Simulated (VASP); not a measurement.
Crystal: Ni3Ge.

```xyz
4
Lattice="3.5571 0.0000 0.0000 0.0000 3.5571 0.0000 0.0000 0.0000 3.5571" Properties=species:S:1:pos:R:3 pbc="T T T"
Ni    1.7786    0.0000    1.7786
Ni    0.0000    1.7786    1.7786
Ni    1.7786    1.7786    0.0000
Ge    0.0000    0.0000    0.0000
```

Base run:

- Program: VASP 6.6.1
- Functional: LDA
- Potentials or basis: VASP PAW LDA potentials, release 64 (Ni, Ge_d)
- Cutoff: 520 eV
- k mesh: 12 × 12 × 12
- Occupations: gaussian, width 0.15 eV
- Spin: collinear spin, ferromagnetic start
- Starting moments: [1.0, 1.0, 1.0, 0.0] μB
- Fixed moment: 3 μB

Its results: pressure -3.6 GPa; site moments Ni +0.90; Ge +0.17 μB.

Q: The run is repeated on the same cell with these changes: fixed moment from 3 μB to 1.125 μB; moments at the start from [1.0, 1.0, 1.0, 0.0] to [0.38, 0.38, 0.38, 0.0]. What comes out?

A: Pressure -10.1 GPa; site moments Ni +0.37; Ge +0.01 μB.

Caveats: the cell stands under tension; the total moment is fixed, so each spin has its own Fermi level and the state may be an excited one.
